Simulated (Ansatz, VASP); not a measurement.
Nb: VASP beside Ansatz

File INCAR:

```
ALGO = Fast
EDIFF = 1E-7
ENCUT = 520
GGA = PS
ISIF = 2
ISMEAR = 0
LASPH = True
LCHARG = False
LREAL = False
LWAVE = False
NBANDS = 12
NELM = 100
PREC = Accurate
SIGMA = 0.15
```

KPOINTS

```
k-points
0
Gamma
  20 20 20
```

File POSCAR:

```
Nb
1.0
   -1.6639500000      1.6639500000      1.6389907500
    1.6639500000     -1.6639500000      1.6389907500
    1.6639500000      1.6639500000     -1.6389907500
Nb
1
Direct
    0.0000000000      0.0000000000      0.0000000000
```

Input for Ansatz:

```yaml
crystal:
  lattice:
    - [-1.66395, 1.66395, 1.63899075]
    - [1.66395, -1.66395, 1.63899075]
    - [1.66395, 1.66395, -1.63899075]
  atoms:
    - { symbol: Nb, position: [0.0, 0.0, 0.0] }
basis:
  ecutwfc: 420
kpoints:
  mp_grid: { grid: [20, 20, 20] }
hamiltonian:
  xc: pbesol
scf:
  occupations: { method: gaussian, width: 0.15 }
output:
  forces: true
  stress: true
  eigenvalues: true
  write_density: true
  write_potential: true
  elf: true
  volumetric_format: npy
```

Change from the starting cell: strain +0.000 along x and y, -0.015 along z, atoms carried along.

Alike in both runs: task single point; functional PBEsol; k mesh 20 × 20 × 20; occupations gaussian, width 0.15 eV; no spin polarisation.

|  | VASP | Ansatz |
| --- | --- | --- |
| version | VASP 6.6.1 | Ansatz 0.2.0 |
| potentials or method | VASP PAW PBE potentials, release 64 (Nb_sv), cutoff 520 eV | scalar-relativistic, plane waves, PAW |
| valence electrons in the cell | 13 | 13 |

```csv
,VASP,Ansatz,Ansatz less VASP
gap on the k mesh at the Fermi level (eV),none,none,-
pressure (GPa),-6.4,-6.1,+0.28
"traceless stress, the component that is largest in VASP (GPa)",1.09,1.10,+0.005
```

VASP's potentials were made for PBE, not for PBEsol. A gap of «none» marks a metal or a gap that the smearing closes.
